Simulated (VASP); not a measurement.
Runs of VASP 6.6.1 on Nb. The structure is that of space group Im-3m (No. 229), or close to it. The cells are those of the table. 

```csv
cell,gap on the mesh (eV),pressure (GPa)
"a = 2.863 Å, angles 109.5°, 1 atom",none,(b)
"a = 2.901 Å, angles 109.5°, 1 atom",none,(a)
"a = 2.882 Å, angles 109.5°, 1 atom",none,-2.2
"a = 2.920 Å, angles 109.5°, 1 atom",none,-8.3
"a = 2.843 Å, angles 109.5°, 1 atom",none,4.9
"a = 2.823 Å, angles 109.5°, 1 atom",none,8.9
"a = 2.939 Å, angles 109.5°, 1 atom",none,-11.0
```

Alike in all rows: task single point; level PBE; potentials or basis VASP PAW PBE potentials, release 64 (Nb_sv); no spin polarisation; k mesh 11 × 11 × 11; cutoff (eV) 500; smearing methfessel-paxton 0.1 eV.

Q: Estimate the missing entries.

A: (a) -5.4; (b) 1.2.

A k mesh can miss the band edges, and the runs leave out spin-orbit coupling on Nb.

A gap of «none» marks levels without a gap at the run's occupations.
